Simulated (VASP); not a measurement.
**TePb: density of states with PBE**

Crystal: TePb.

```
Te Pb
1.0
     0.00000    3.28605    3.28605
     3.28605    0.00000    3.28605
     3.28605    3.28605    0.00000
Te Pb
1 1
Direct
  0.50000 0.50000 0.50000
  0.00000 0.00000 0.00000
```

```json
{"Program": "VASP 6.6.1", "Task": "density of states", "Functional": "PBE", "Potentials or basis": "VASP PAW PBE potentials, release 64 (Te, Pb_d)", "Cutoff": "400 eV", "k mesh": "8 × 8 × 8", "Occupations": "gaussian, width 0.02 eV", "Spin": "no spin polarisation", "Dipole correction": "no", "k mesh for the DOS": "12 × 12 × 12", "Occupations for the DOS": "tetrahedron", "Further INCAR settings": "ALGO = Normal; EDIFF = 1e-06; NBANDS = 17"}
```

```json
{"Valence electrons inside the program's atomic spheres": "Te 3.38; Pb 11.84"}
```

Levels at points of the mesh, in eV from the valence-band top:
| k point | band 7 | band 8 | band 9 | band 10 | band 11 | band 12 | band 13 | band 14 |
| --- | --- | --- | --- | --- | --- | --- | --- | --- |
| (0.00, 0.00, 0.00) | -5.71 | -1.15 | -1.15 | -1.15 | 4.02 | 4.02 | 4.02 | 5.92 |
| (0.50, 0.00, 0.00) | -8.33 | -0.73 | -0.73 | 0.00 | 0.83 | 1.40 | 1.40 | 8.34 |
| (0.50, 0.50, 0.00) | -7.21 | -4.10 | -2.51 | -2.51 | 3.51 | 5.30 | 5.30 | 6.43 |

Wall time 45 s on 1 thread of Intel(R) Xeon(R) Platinum 8488C (Sapphire Rapids), with other jobs on the host, peak memory 0.19 GiB.

Caveat: spin-orbit coupling is left out, which moves the levels of the heavy elements.
